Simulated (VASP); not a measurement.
# BN (F-43m) in VASP: settings compared

BN is run at these levels: LDA, BLYP; tasks: single point.

Program: VASP 6.6.1. These are calculated values, not measurements. Logs are shortened: lines on timing, memory, paths and dates and some standing lists are left out, and cuts for length are marked.

**1. The cell of the first run**

It takes space group F-43m (No. 216, cubic). Conventional cell: a = 3.626 Å, b = 3.626 Å, c = 3.626 Å, α = 90.00°, β = 90.00°, γ = 90.00°. B (site symmetry -43m) has 4 N at 1.57 Å within 2.1 Å. Within 2.1 Å of N (site symmetry -43m) lie 4 B at 1.57 Å.

**2. Single point, LDA**

INCAR

```
SYSTEM = BN
PREC = Accurate ; ENCUT = 600
EDIFF = 1E-6 ; ISMEAR = 0
SIGMA = 0.1 ; LREAL = .FALSE.
LASPH = .TRUE. ; NELM = 120
ALGO = Normal ; ISIF = 2
LWAVE = .FALSE. ; LCHARG = .FALSE.
GGA = CA ; NBANDS = 11
GGA_COMPAT = .FALSE.
```

KPOINTS

```
regular mesh
0
G
  12 12 12
  0 0 0
```

POSCAR

```
BN
1.0
    0.0000000000      1.8130010000      1.8130010000
    1.8130010000      0.0000000000      1.8130010000
    1.8130010000      1.8130010000      0.0000000000
B N
1 1
Direct
    0.0000000000      0.0000000000      0.0000000000
    0.7500000000      0.7500000000      0.7500000000
```

Potentials or basis: VASP PAW LDA potentials, release 64 (B, N).

Command:

```bash
cat potpaw_LDA.64/B/POTCAR potpaw_LDA.64/N/POTCAR > POTCAR
mpirun -np 1 vasp_std > vasp.out
```

OUTCAR:

```text
SYSTEM = BN
   PREC = Accurate
   ENCUT = 600
   EDIFF = 1E-6
   ISMEAR = 0
   LREAL = .FALSE.
   LASPH = .TRUE.
   NELM = 120
   ISIF = 2
   GGA = CA

 ion  position               nearest neighbor table
   1  0.000  0.000  0.000-   2 1.57   2 1.57   2 1.57   2 1.57
   2  0.750  0.750  0.750-   1 1.57   1 1.57   1 1.57   1 1.57

  LATTYP: Found a face centered cubic cell.
 ALAT       =     3.6260020000

  Lattice vectors:

 A1 = (   0.0000000000,   1.8130010000,   1.8130010000)
 A2 = (   1.8130010000,   0.0000000000,   1.8130010000)
 A3 = (   1.8130010000,   1.8130010000,   0.0000000000)

Analysis of symmetry for initial positions (statically):
=====================================================================
 Subroutine PRICEL returns:
 Original cell was already a primitive cell.

 Routine SETGRP: Setting up the symmetry group for a
 face centered cubic supercell.

 Subroutine GETGRP returns: Found 24 space group operations
 (whereof 24 operations were pure point group operations)
 out of a pool of 48 trial point group operations.

The static configuration has the point symmetry T_d .

Analysis of symmetry for dynamics (positions and initial velocities):
=====================================================================
 Subroutine PRICEL returns:
 Original cell was already a primitive cell.

 Routine SETGRP: Setting up the symmetry group for a
 face centered cubic supercell.

 Subroutine GETGRP returns: Found 24 space group operations
 (whereof 24 operations were pure point group operations)
 out of a pool of 48 trial point group operations.

The dynamic configuration has the point symmetry T_d .

 Subroutine INISYM returns: Found 24 space group operations
 (whereof 24 operations are pure point group operations),
 and found     1 'primitive' translations

----------------------------------------------------------------------------------------

                                     Primitive cell

  volume of cell :      11.9186

  direct lattice vectors                    reciprocal lattice vectors
     0.000000000  1.813001000  1.813001000    -0.275785838  0.275785838  0.275785838
     1.813001000  0.000000000  1.813001000     0.275785838 -0.275785838  0.275785838
     1.813001000  1.813001000  0.000000000     0.275785838  0.275785838 -0.275785838

  length of vectors
     2.563970603  2.563970603  2.563970603     0.477675083  0.477675083  0.477675083

  position of ions in fractional coordinates (direct lattice)
     0.000000000  0.000000000  0.000000000
     0.750000000  0.750000000  0.750000000

  ion indices of the primitive-cell ions
   primitive index   ion index
                 1           1
                 2           2

----------------------------------------------------------------------------------------

 KPOINTS: regular mesh

Automatic generation of k-mesh.
 Grid dimensions read from file:
 generate k-points for:   12   12   12

 Generating k-lattice:

  Cartesian coordinates                     Fractional coordinates (reciprocal lattice)
    -0.022982153  0.022982153  0.022982153     0.083333333  0.000000000  0.000000000
     0.022982153 -0.022982153  0.022982153     0.000000000  0.083333333  0.000000000
     0.022982153  0.022982153 -0.022982153     0.000000000  0.000000000  0.083333333

  Length of vectors
     0.039806257  0.039806257  0.039806257

  Shift w.r.t. Gamma in fractional coordinates (k-lattice)
     0.000000000  0.000000000  0.000000000

 Subroutine IBZKPT returns following result:
 ===========================================

 Found     72 irreducible k-points:

 Following reciprocal coordinates:
            Coordinates               Weight
  0.000000  0.000000  0.000000      1.000000
  0.083333  0.000000  0.000000      8.000000
  0.166667  0.000000  0.000000      8.000000
  0.250000  0.000000  0.000000      8.000000
  0.333333  0.000000  0.000000      8.000000
  0.416667  0.000000  0.000000      8.000000
[... 16 lines left out ...]
  0.500000  0.166667  0.000000     24.000000
 -0.416667  0.166667  0.000000     24.000000
 [... further k-points ...]
   k-points           NKPTS =     72   k-points in BZ     NKDIM =     72   number of bands    NBANDS=     11
   number of dos      NEDOS =    301   number of ions     NIONS =      2
   total plane-waves  NPLWV =   8000
   dimension x,y,z NGX =    20 NGY =   20 NGZ =   20
   dimension x,y,z NGXF=    40 NGYF=   40 NGZF=   40
   ions per type =               1   1
   NGX,Y,Z   is equivalent  to a cutoff of  12.97, 12.97, 12.97 a.u.
   NGXF,Y,Z  is equivalent  to a cutoff of  25.94, 25.94, 25.94 a.u.
 SYSTEM =  BN
   PREC   = accura    normal or accurate (medium, high low for compatibility)
   ISTART =      0    job   : 0-new  1-cont  2-samecut
   ICHARG =      2    charge: 1-file 2-atom 10-const
   ISPIN  =      1    spin polarized calculation?
   LNONCOLLINEAR =      F non collinear calculations
   LSORBIT =      F    spin-orbit coupling
   LASPH  =      T    aspherical Exc in radial PAW
   ENCUT  =  600.0 eV  44.10 Ry    6.64 a.u.   5.12  5.12  5.12*2*pi/ulx,y,z
   NELM   =    120;   NELMIN=  2; NELMDL= -5     # of ELM steps
   EDIFF  = 0.1E-05   stopping-criterion for ELM
   LREAL  =      F    real-space projection
   EDIFFG = 0.1E-04   stopping-criterion for IOM
   NSW    =      0    number of steps for IOM
   IBRION =     -1    ionic relax: 0-MD 1-quasi-New 2-CG
   NFREE  =      0    steps in history (QN), initial steepest desc. (CG)
   ISIF   =      2    stress and relaxation
   ISYM   =      2    0-nonsym 1-usesym 2-fastsym
   POTIM  = 0.5000    time-step for ionic-motion
   TEBEG  =    0.0;   TEEND  =   0.0 temperature during run
   PSTRESS=    0.0 pullay stress
   NELECT =       8.0000    total number of electrons
   NUPDOWN=      -1.0000    fix difference up-down
   EMIN   =  10.00;   EMAX   =-10.00  energy-range for DOS
   EFERMI =   0.00;   METHOD = LEGACY
   ISMEAR =     0;   SIGMA  =   0.10  broadening in eV -4-tet -1-fermi 0-gaus
   EFERMI_NEDOS =   21; number of points for ismear=-14 and -15
   IALGO  =     38    algorithm
   IMIX   =      4    mixing-type and parameters
     AMIX     =   0.40;   BMIX     =  1.00
     AMIX_MAG =   1.60;   BMIX_MAG =  1.00
  volume/ion in A,a.u.               =       5.96        40.22
  Fermi-wavevector in a.u.,A,eV,Ry     =   1.433387  2.708709 27.954506  2.054598
  Thomas-Fermi vector in A             =   2.552911
   LORBIT       =      0    0 simple, 1 ext, 2 COOP (PROOUT), +10 PAW based schemes
   GGA     = CA    functional components
   LHFCALC =     F    Hartree Fock is set to
   AEXX    =    0.0000 exact exchange contribution
   IVDW    =     0    specifies the selected vdW correction
   LEPSILON=     F    determine dielectric tensor
   LRPA    =     F    only Hartree local field effects (RPA)
 non-spin polarized calculation
 Gauss-broadening in eV      SIGMA  =   0.10
  energy-cutoff  :      600.00
  volume of cell :       11.92
 maximum number of plane-waves:       415
   NGX = 11   NGY = 11   NGZ = 11

 number of electron       8.0000000 magnetization

 Free energy of the ion-electron system (eV)
  ---------------------------------------------------
  ext. energy  EPLUGINS =         0.00000000
  ---------------------------------------------------
  free energy    TOTEN  =       -19.39911832 eV

  energy without entropy =      -19.39911832  energy(sigma->0) =      -19.39911832

 E-fermi :   7.7556     XC(G=0): -13.0611

 val. band max:        7.2739173386   @ k =   0.0000   0.0000   0.0000
 cond. band min:      11.6075175372   @ k =   0.5000   0.5000   0.0000
 fundamental gap:      4.3336001986
 Fermi energy:         7.7555571407

 k-point     1 :       0.0000    0.0000    0.0000
  band No.  band energies     occupation
      1     -12.6919      2.00000
      2       7.2739      2.00000
      3       7.2739      2.00000
      4       7.2739      2.00000
      5      15.9151      0.00000
      6      15.9151      0.00000
      7      15.9151      0.00000
      8      17.5674      0.00000
      9      31.5932      0.00000
     10      34.9495      0.00000
     11      34.9495      0.00000

 k-point     2 :       0.0833    0.0000    0.0000
  band No.  band energies     occupation
      1     -12.5235      2.00000
      2       6.3744      2.00000
      3       7.0937      2.00000
      4       7.0937      2.00000
      5      16.1344      0.00000
      6      16.1867      0.00000
      7      16.1867      0.00000
      8      18.1062      0.00000
      9      31.3614      0.00000
     10      32.6270      0.00000
     11      32.6270      0.00000

 k-point     3 :       0.1667    0.0000    0.0000
  band No.  band energies     occupation
      1     -12.0244      2.00000
      2       4.2991      2.00000
      3       6.6557      2.00000
      4       6.6557      2.00000
      5      16.4784      0.00000
      6      16.8170      0.00000
      7      16.8170      0.00000
      8      19.3714      0.00000
      9      30.7829      0.00000
     10      31.0728      0.00000
     11      31.0728      0.00000

 k-point     4 :       0.2500    0.0000    0.0000
  band No.  band energies     occupation
      1     -11.2169      2.00000
      2       1.8552      2.00000
      3       6.1505      2.00000
      4       6.1505      2.00000
      5      16.8117      0.00000
      6      17.4194      0.00000
      7      17.4194      0.00000
      8      20.6313      0.00000
      9      30.2450      0.00000
     10      30.6575      0.00000
     11      30.6575      0.00000
[... 239 lines left out ...]
 k-point    22 :       0.4167    0.1667    0.0000
  band No.  band energies     occupation
      1      -9.2619      2.00000
      2      -0.8256      2.00000
      3       4.1719      2.00000
      4       4.3318      2.00000
      5      15.6224      0.00000
      6      19.5295      0.00000
      7      19.9273      0.00000
      8      20.8126      0.00000
      9      27.2663      0.00000
     10      33.0765      0.00000
     11      35.3643      0.00000

 k-point    23 :       0.5000    0.1667    0.0000
  band No.  band energies     occupation
      1      -8.2799      2.00000
      2      -2.3911      2.00000
      3       3.5894      2.00000
      4       4.4048      2.00000
      5      15.9718      0.00000
      6      19.4789      0.00000
      7      19.6910      0.00000
      8      22.0765      0.00000
      9      27.6162      0.00000
     10      33.2300      0.00000
     11      34.5442      0.00000

 k-point    24 :      -0.4167    0.1667    0.0000
  band No.  band energies     occupation
      1      -8.0895      2.00000
      2      -2.6648      2.00000
      3       3.1886      2.00000
      4       4.7186      2.00000
      5      16.4172      0.00000
      6      19.3024      0.00000
      7      19.3382      0.00000
      8      22.6743      0.00000
      9      27.8935      0.00000
     10      32.3359      0.00000
     11      33.4823      0.00000

 [... further k-points ...]

------------------------ aborting loop because EDIFF is reached ----------------------------------------

  FORCE on cell =-STRESS in cart. coord.  units (eV):
  Direction    XX          YY          ZZ          XY          YZ          ZX
  --------------------------------------------------------------------------------------
  -------------------------------------------------------------------------------------
  Total       -1.0092677     -1.0092677     -1.0092677     -0.0000000      0.0000000     -0.0000000
  in kB     -135.6728151   -135.6728151   -135.6728151     -0.0000000      0.0000000     -0.0000000
  external PRESSURE =    -135.6728151 kB  Pullay stress =       0.0000000 kB

 VOLUME and BASIS-vectors are now :
 -----------------------------------------------------------------------------
  energy-cutoff  :      600.00
  volume of cell :       11.92
      direct lattice vectors                 reciprocal lattice vectors
     0.000000000  1.813001000  1.813001000    -0.275785838  0.275785838  0.275785838
     1.813001000  0.000000000  1.813001000     0.275785838 -0.275785838  0.275785838
     1.813001000  1.813001000  0.000000000     0.275785838  0.275785838 -0.275785838

 POSITION                                       TOTAL-FORCE (eV/Angst)
 -----------------------------------------------------------------------------------
      0.00000      0.00000      0.00000         0.000000      0.000000      0.000000
      2.71950      2.71950      2.71950        -0.000000     -0.000000     -0.000000
 -----------------------------------------------------------------------------------
    total drift:                                0.000000      0.000000      0.000000

  FREE ENERGIE OF THE ION-ELECTRON SYSTEM (eV)
  ---------------------------------------------------
  free  energy   TOTEN  =       -19.3991183178 eV

  energy  without entropy=      -19.3991183178  energy(sigma->0) =      -19.39911832
```

Wall time 9.8 s (1 thread of Intel Xeon 8259CL, shared host); peak memory 0.12 GiB.

What came out:

```yaml
Free_energy: -19.3991 eV
Pressure: -13.6 GPa
Band_gap_on_the_k_mesh: 4.33 eV, indirect (least direct gap 8.64 eV)
```

**3. Single point, BLYP**

INCAR

```
PREC = Accurate
ENCUT = 600
EDIFF = 1E-6
ISMEAR = -4
SIGMA = 0.1
LREAL = False
LASPH = True
NELM = 120
ALGO = Normal
ISIF = 2
LWAVE = False
LCHARG = False
GGA = B5
ALDAX = 1.0
AGGAX = 1.0
AGGAC = 1.0
ALDAC = 0.0
NBANDS = 11
GGA_COMPAT = False
```

KPOINTS

```
regular mesh
0
Gamma
  12 12 12
```

POSCAR is that of step 2.

Potentials or basis: VASP PAW PBE potentials, release 64 (B, N).

Command:

```bash
cat potpaw_PBE.64/B/POTCAR potpaw_PBE.64/N/POTCAR > POTCAR
mpirun -np 1 vasp_std > vasp.out
```

Wall time 16 s (1 thread of Intel Xeon 8259CL, shared host); peak memory 0.12 GiB.

The run converged. Its results:

```
Free energy            : -16.4106 eV
Pressure               : 6.0 GPa
Band gap on the k mesh : 4.87 eV, indirect (least direct gap 8.89 eV)
```

Levels at points of the mesh, in eV from the valence-band top:
```
           k point  band 1  band 2  band 3  band 4  band 5  band 6  band 7  band 8
(0.00, 0.00, 0.00)  -19.91    0.00    0.00    0.00    8.89    8.89    8.89   10.53
(0.50, 0.00, 0.00)  -15.81  -10.38   -1.90   -1.90   10.26   10.82   10.82   15.43
(0.50, 0.50, 0.00)  -14.47   -8.69   -4.77   -4.77    4.87    9.48   17.77   17.77
```

Caveat: the PAW data sets were made with another functional, which shifts forces and pressure a little. A k mesh can miss the band edges.

**4. Single point, LDA**

INCAR

```
SYSTEM = BN
PREC     = Accurate       ! precision mode
ENCUT    = 600            ! plane-wave cutoff, eV
EDIFF    = 1E-6           ! SCF threshold, eV
ISMEAR   = -5             ! smearing method
SIGMA    = 0.1            ! smearing width, eV
LREAL    = .False.        ! projectors in reciprocal space
LASPH    = .True.         ! aspherical terms in the spheres
NELM     = 120            ! most SCF steps
ALGO     = Normal         ! electronic algorithm
ISIF     = 2              ! what is computed and relaxed
LWAVE    = .False.        ! write WAVECAR
LCHARG   = .False.        ! write CHGCAR
NBANDS   = 11             ! bands
GGA_COMPAT= .False.
```

KPOINTS

```
Automatic mesh
0
Gamma
  12 12 12
  0 0 0
```

POSCAR is that of step 3.

Potentials or basis: VASP PAW LDA potentials, release 64 (B, N).

Command:

```bash
cat potpaw_LDA.64/B/POTCAR potpaw_LDA.64/N/POTCAR > POTCAR
mpirun -np 1 vasp_std > vasp.out
```

Run time: 12 s. Hardware: 1 thread of Intel Xeon 8259CL, shared host; peak memory 0.12 GiB.

It converged, with:

```
Free energy            : -19.3991 eV
Pressure               : -13.6 GPa
Band gap on the k mesh : 4.33 eV, indirect (least direct gap 8.64 eV)
```

Levels at points of the mesh, in eV from the valence-band top:
| k point | band 2 | band 3 | band 4 | band 5 | band 6 | band 7 |
| --- | --- | --- | --- | --- | --- | --- |
| (0.00, 0.00, 0.00) | 0.00 | 0.00 | 0.00 | 8.64 | 8.64 | 8.64 |
| (0.50, 0.00, 0.00) | -10.63 | -1.93 | -1.93 | 10.09 | 10.51 | 10.51 |
| (0.50, 0.50, 0.00) | -8.82 | -4.88 | -4.88 | 4.33 | 9.09 | 17.56 |

**5. The runs side by side**

| level | potentials or basis | smearing | gap on the mesh (eV) | pressure (GPa) |
| --- | --- | --- | --- | --- |
| LDA | VASP PAW LDA potentials, release 64 (B, N) | gaussian 0.1 eV | 4.33 | -13.6 |
| BLYP | VASP PAW PBE potentials, release 64 (B, N) | tetrahedron | 4.87 | 6.0 |
| LDA | VASP PAW LDA potentials, release 64 (B, N) | tetrahedron | 4.33 | -13.6 |

Alike in all rows: task single point; no spin polarisation; cell as given; k mesh 12 × 12 × 12; cutoff (eV) 600.

Caveats: the PAW data sets were made with another functional, which shifts forces and pressure a little (some runs).

Absolute energies hang on the potentials; compare differences alone.
